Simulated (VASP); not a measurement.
# Mg2CdSe3 (I4/mmm) in VASP: further runs

Runs on Mg2CdSe3. Level: PBE. Tasks: single point.

All numbers are computed with VASP 6.6.1; they aren't measurements. Logs are shortened: lines on timing, memory, paths and dates and some standing lists are left out, and cuts for length are marked.

**1. The cell of the first run**

Symmetry: I4/mmm, No. 139, tetragonal system. Conventional cell: a = 3.958 Å, b = 3.958 Å, c = 16.801 Å, α = 90.00°, β = 90.00°, γ = 90.00°. Mg (site symmetry 4mm) has 6 Se at 2.75 to 2.80 Å within 3.6 Å. Cd (site symmetry 4/mmm) has 6 Se at 2.80 to 2.85 Å within 3.7 Å. Se (site symmetry 4/mmm) has 2 Mg at 2.80 Å and 4 Cd at 2.80 Å within 3.7 Å. Se (site symmetry 4mm) has 5 Mg at 2.75 to 2.80 Å and 1 Cd at 2.85 Å within 3.6 Å.

**2. Single point, PBE**

Input file INCAR:

```
SYSTEM = Mg2CdSe3
  PREC = Accurate
  ENCUT = 520
  EDIFF = 1E-6
  ISMEAR = 0
  SIGMA = 0.1
  LREAL = .False.
  LASPH = .True.
  NELM = 60
  ALGO = Normal
  ISIF = 2
  LWAVE = .False.
  LCHARG = .False.
  GGA = PE
  NBANDS = 26
```

Input file KPOINTS:

```
regular mesh
0
Gamma
  6 6 6
  0 0 0
```

Input file POSCAR:

```
Mg2CdSe3
1.0
   -1.9789805398      1.9789805398      8.4006812813
    1.9789805398     -1.9789805398      8.4006812813
    1.9789805398      1.9789805398     -8.4006812813
Mg Cd Se
2 1 3
Direct
    0.8334368120      0.8334368120      0.0000000000
    0.1665631880      0.1665631880      0.0000000000
    0.5000000000      0.5000000000      0.0000000000
    0.0000000000      0.0000000000      0.0000000000
    0.6695251195      0.6695251195      0.0000000000
    0.3304748805      0.3304748805      0.0000000000
```

Potentials or basis: VASP PAW PBE potentials, release 64 (Mg, Cd, Se).

On the command line:

```console
$ cat potpaw_PBE.64/Mg/POTCAR potpaw_PBE.64/Cd/POTCAR potpaw_PBE.64/Se/POTCAR > POTCAR
$ mpirun -np 1 vasp_std > vasp.out
```

OUTCAR:

```text
SYSTEM = Mg2CdSe3
   PREC = Accurate
   ENCUT = 520
   EDIFF = 1E-6
   ISMEAR = 0
   LREAL = .False.
   LASPH = .True.
   NELM = 60
   ISIF = 2
   GGA = PE

 ion  position               nearest neighbor table
   1  0.833  0.833  0.000-   5 2.75   4 2.80   6 2.80   6 2.80   6 2.80   6 2.80
   2  0.167  0.167  0.000-   6 2.75   4 2.80   5 2.80   5 2.80   5 2.80   5 2.80
   3  0.500  0.500  0.000-   4 2.80   4 2.80   4 2.80   4 2.80   6 2.85   5 2.85
   4  0.000  0.000  0.000-   1 2.80   2 2.80   3 2.80   3 2.80   3 2.80   3 2.80
   5  0.670  0.670  0.000-   1 2.75   2 2.80   2 2.80   2 2.80   2 2.80   3 2.85
   6  0.330  0.330  0.000-   2 2.75   1 2.80   1 2.80   1 2.80   1 2.80   3 2.85

  LATTYP: Found a body centered tetragonal cell.
 ALAT       =     3.9579610796
 C/A-ratio  =     4.2449539611

  Lattice vectors:

 A1 = (  -1.9789805398,   1.9789805398,   8.4006812813)
 A2 = (   1.9789805398,  -1.9789805398,   8.4006812813)
 A3 = (   1.9789805398,   1.9789805398,  -8.4006812813)

Analysis of symmetry for initial positions (statically):
=====================================================================
 Subroutine PRICEL returns:
 Original cell was already a primitive cell.

 Routine SETGRP: Setting up the symmetry group for a
 body centered tetragonal supercell.

 Subroutine GETGRP returns: Found 16 space group operations
 (whereof 16 operations were pure point group operations)
 out of a pool of 16 trial point group operations.

The static configuration has the point symmetry D_4h.

Analysis of symmetry for dynamics (positions and initial velocities):
=====================================================================
 Subroutine PRICEL returns:
 Original cell was already a primitive cell.

 Routine SETGRP: Setting up the symmetry group for a
 body centered tetragonal supercell.

 Subroutine GETGRP returns: Found 16 space group operations
 (whereof 16 operations were pure point group operations)
 out of a pool of 16 trial point group operations.

The dynamic configuration has the point symmetry D_4h.

 Subroutine INISYM returns: Found 16 space group operations
 (whereof 16 operations are pure point group operations),
 and found     1 'primitive' translations

----------------------------------------------------------------------------------------

                                     Primitive cell

  volume of cell :     131.6005

  direct lattice vectors                    reciprocal lattice vectors
    -1.978980540  1.978980540  8.400681281     0.000000000  0.252655339  0.059518982
     1.978980540 -1.978980540  8.400681281     0.252655339  0.000000000  0.059518982
     1.978980540  1.978980540 -8.400681281     0.252655339  0.252655339  0.000000000

  length of vectors
     8.854613145  8.854613145  8.854613145     0.259571242  0.259571242  0.357308608

  position of ions in fractional coordinates (direct lattice)
     0.833436812  0.833436812  0.000000000
     0.166563188  0.166563188  0.000000000
     0.500000000  0.500000000  0.000000000
     0.000000000  0.000000000  0.000000000
     0.669525120  0.669525120  0.000000000
     0.330474880  0.330474880  0.000000000

  ion indices of the primitive-cell ions
   primitive index   ion index
                 1           1
                 2           2
                 3           3
                 4           4
                 5           5
                 6           6

----------------------------------------------------------------------------------------

 KPOINTS: regular mesh

Automatic generation of k-mesh.
 Grid dimensions read from file:
 generate k-points for:    6    6    6

 Generating k-lattice:

  Cartesian coordinates                     Fractional coordinates (reciprocal lattice)
     0.000000000  0.042109223  0.009919830     0.166666667  0.000000000 -0.000000000
     0.042109223  0.000000000  0.009919830     0.000000000  0.166666667 -0.000000000
     0.042109223  0.042109223  0.000000000     0.000000000  0.000000000  0.166666667

  Length of vectors
     0.043261874  0.043261874  0.059551435

  Shift w.r.t. Gamma in fractional coordinates (k-lattice)
     0.000000000  0.000000000  0.000000000

 Subroutine IBZKPT returns following result:
 ===========================================

 Found     30 irreducible k-points:

 Following reciprocal coordinates:
            Coordinates               Weight
  0.000000  0.000000  0.000000      1.000000
  0.166667  0.000000 -0.000000      8.000000
  0.333333  0.000000 -0.000000      8.000000
  0.500000  0.000000 -0.000000      4.000000
  0.166667  0.166667 -0.000000      8.000000
  0.333333  0.166667 -0.000000     16.000000
[... 16 lines left out ...]
 -0.333333 -0.333333  0.166667      8.000000
 -0.166667 -0.333333  0.166667      8.000000
 [... further k-points ...]
   k-points           NKPTS =     30   k-points in BZ     NKDIM =     30   number of bands    NBANDS=     26
   number of dos      NEDOS =    301   number of ions     NIONS =      6
   total plane-waves  NPLWV = 343000
   dimension x,y,z NGX =    70 NGY =   70 NGZ =   70
   dimension x,y,z NGXF=   140 NGYF=  140 NGZF=  140
   ions per type =               2   1   3
   NGX,Y,Z   is equivalent  to a cutoff of  13.14, 13.14, 13.14 a.u.
   NGXF,Y,Z  is equivalent  to a cutoff of  26.29, 26.29, 26.29 a.u.
 SYSTEM =  Mg2CdSe3
   PREC   = accura    normal or accurate (medium, high low for compatibility)
   ISTART =      0    job   : 0-new  1-cont  2-samecut
   ICHARG =      2    charge: 1-file 2-atom 10-const
   ISPIN  =      1    spin polarized calculation?
   LNONCOLLINEAR =      F non collinear calculations
   LSORBIT =      F    spin-orbit coupling
   LASPH  =      T    aspherical Exc in radial PAW
   ENCUT  =  520.0 eV  38.22 Ry    6.18 a.u.  16.46 16.46 16.46*2*pi/ulx,y,z
   NELM   =     60;   NELMIN=  2; NELMDL= -5     # of ELM steps
   EDIFF  = 0.1E-05   stopping-criterion for ELM
   LREAL  =      F    real-space projection
   EDIFFG = 0.1E-04   stopping-criterion for IOM
   NSW    =      0    number of steps for IOM
   IBRION =     -1    ionic relax: 0-MD 1-quasi-New 2-CG
   NFREE  =      0    steps in history (QN), initial steepest desc. (CG)
   ISIF   =      2    stress and relaxation
   ISYM   =      2    0-nonsym 1-usesym 2-fastsym
   POTIM  = 0.5000    time-step for ionic-motion
   TEBEG  =    0.0;   TEEND  =   0.0 temperature during run
   PSTRESS=    0.0 pullay stress
   NELECT =      34.0000    total number of electrons
   NUPDOWN=      -1.0000    fix difference up-down
   EMIN   =  10.00;   EMAX   =-10.00  energy-range for DOS
   EFERMI =   0.00;   METHOD = LEGACY
   ISMEAR =     0;   SIGMA  =   0.10  broadening in eV -4-tet -1-fermi 0-gaus
   EFERMI_NEDOS =   21; number of points for ismear=-14 and -15
   IALGO  =     38    algorithm
   IMIX   =      4    mixing-type and parameters
     AMIX     =   0.40;   BMIX     =  1.00
     AMIX_MAG =   1.60;   BMIX_MAG =  1.00
  volume/ion in A,a.u.               =      21.93       148.01
  Fermi-wavevector in a.u.,A,eV,Ry     =   1.042674  1.970369 14.791838  1.087169
  Thomas-Fermi vector in A             =   2.177350
   LORBIT       =      0    0 simple, 1 ext, 2 COOP (PROOUT), +10 PAW based schemes
   GGA     = PE    functional components
   LHFCALC =     F    Hartree Fock is set to
   AEXX    =    0.0000 exact exchange contribution
   IVDW    =     0    specifies the selected vdW correction
   LEPSILON=     F    determine dielectric tensor
   LRPA    =     F    only Hartree local field effects (RPA)
 non-spin polarized calculation
 Gauss-broadening in eV      SIGMA  =   0.10
  energy-cutoff  :      520.00
  volume of cell :      131.60
 maximum number of plane-waves:      3591
 NGX is ok and might be reduce to    70
   NGX = 33   NGY = 33   NGZ = 33

 number of electron      33.9999998 magnetization

 Free energy of the ion-electron system (eV)
  ---------------------------------------------------
  ext. energy  EPLUGINS =         0.00000000
  ---------------------------------------------------
  free energy    TOTEN  =       -20.07440867 eV

  energy without entropy =      -20.07440837  energy(sigma->0) =      -20.07440852

 E-fermi :   3.1759     XC(G=0):  -9.5744

 val. band max:        2.8608949392   @ k =   0.5000   0.0000  -0.0000
 cond. band min:       3.4623579479   @ k =   0.5000   0.5000  -0.0000
 fundamental gap:      0.6014630087
 Fermi energy:         3.1759356199

 k-point     1 :       0.0000    0.0000    0.0000
  band No.  band energies     occupation
      1     -10.1190      2.00000
      2      -9.4367      2.00000
      3      -9.0690      2.00000
      4      -5.1762      2.00000
      5      -5.0788      2.00000
      6      -4.9941      2.00000
[... 18 lines left out ...]
     25      10.7470      0.00000
     26      10.7800      0.00000

 k-point     2 :       0.1667    0.0000   -0.0000
  band No.  band energies     occupation
      1      -9.9676      2.00000
      2      -9.3688      2.00000
      3      -9.0098      2.00000
      4      -5.1601      2.00000
      5      -5.1516      2.00000
      6      -5.0267      2.00000
[... 18 lines left out ...]
     25      10.4894      0.00000
     26      10.5921      0.00000

 k-point     3 :       0.3333    0.0000   -0.0000
  band No.  band energies     occupation
      1      -9.5834      2.00000
      2      -9.2150      2.00000
      3      -8.9468      2.00000
      4      -5.2875      2.00000
      5      -5.2212      2.00000
      6      -5.1045      2.00000
[... 572 lines left out ...]
 k-point    23 :      -0.3333   -0.3333    0.1667
  band No.  band energies     occupation
      1      -9.7565      2.00000
      2      -9.4380      2.00000
      3      -8.9185      2.00000
      4      -5.2290      2.00000
      5      -5.1238      2.00000
      6      -5.0306      2.00000
[... 18 lines left out ...]
     25       9.4541      0.00000
     26       9.7097      0.00000

 k-point    24 :      -0.1667   -0.3333    0.1667
  band No.  band energies     occupation
      1      -9.9166      2.00000
      2      -9.4733      2.00000
      3      -8.9660      2.00000
      4      -5.1594      2.00000
      5      -5.1516      2.00000
      6      -5.0262      2.00000
[... 18 lines left out ...]
     25      10.2900      0.00000
     26      10.3793      0.00000

 [... further k-points ...]

------------------------ aborting loop because EDIFF is reached ----------------------------------------

  FORCE on cell =-STRESS in cart. coord.  units (eV):
  Direction    XX          YY          ZZ          XY          YZ          ZX
  --------------------------------------------------------------------------------------
  -------------------------------------------------------------------------------------
  Total        0.0303645      0.0303645      0.0052519      0.0000000     -0.0000000      0.0000000
  in kB        0.3696736      0.3696736      0.0639396      0.0000000     -0.0000000      0.0000000
  external PRESSURE =       0.2677623 kB  Pullay stress =       0.0000000 kB

 VOLUME and BASIS-vectors are now :
 -----------------------------------------------------------------------------
  energy-cutoff  :      520.00
  volume of cell :      131.60
      direct lattice vectors                 reciprocal lattice vectors
    -1.978980540  1.978980540  8.400681281     0.000000000  0.252655339  0.059518982
     1.978980540 -1.978980540  8.400681281     0.252655339  0.000000000  0.059518982
     1.978980540  1.978980540 -8.400681281     0.252655339  0.252655339  0.000000000

 POSITION                                       TOTAL-FORCE (eV/Angst)
 -----------------------------------------------------------------------------------
      0.00000      0.00000     14.00287         0.000000      0.000000     -0.021038
      0.00000      0.00000      2.79849         0.000000      0.000000      0.021038
      0.00000      0.00000      8.40068         0.000000      0.000000      0.000000
      0.00000      0.00000      0.00000         0.000000      0.000000      0.000000
      0.00000      0.00000     11.24893        -0.000000     -0.000000      0.027758
      0.00000      0.00000      5.55243        -0.000000     -0.000000     -0.027758
 -----------------------------------------------------------------------------------
    total drift:                                0.000000     -0.000000      0.000000

  FREE ENERGIE OF THE ION-ELECTRON SYSTEM (eV)
  ---------------------------------------------------
  free  energy   TOTEN  =       -20.0744086726 eV

  energy  without entropy=      -20.0744083691  energy(sigma->0) =      -20.07440852
```

It took 6.5 min on 1 thread of Intel Xeon 6975P-C (Granite Rapids), shared host; peak memory 0.72 GiB.

Results:

- Free energy: -20.0744 eV
- Pressure: 0.0 GPa
- Largest force: 0.028 eV/Å
- Band gap on the k mesh: 0.60 eV (least direct gap 1.23 eV)

Forces on the atoms (eV/Å):
```
Mg   0.000  0.000 -0.021
Mg   0.000  0.000  0.021
Cd   0.000  0.000  0.000
Se   0.000  0.000  0.000
Se   0.000  0.000  0.028
Se   0.000  0.000 -0.028
```

Levels at points of the mesh, in eV from the valence-band top:
```csv
k point,band 13,band 14,band 15,band 16,band 17,band 18,band 19,band 20,band 21,band 22
"(0.00, 0.00, 0.00)",-1.56,-1.56,-0.39,-0.36,-0.36,0.87,2.08,2.44,4.36,5.22
"(0.50, 0.00, 0.00)",-1.82,-0.82,-0.75,-0.47,0.00,3.32,4.24,4.29,5.06,5.12
"(0.50, 0.50, 0.00)",-2.78,-2.58,-2.52,-1.99,-1.97,0.60,2.65,3.07,4.37,5.57
"(0.50, 0.50, 0.50)",-2.00,-1.02,-1.02,-0.68,-0.68,0.66,3.46,3.67,4.21,5.80
```

Caveat: semilocal functionals underestimate gaps, and a narrow one can read as zero. A k mesh can miss the band edges.

[end of part 1 of 2]
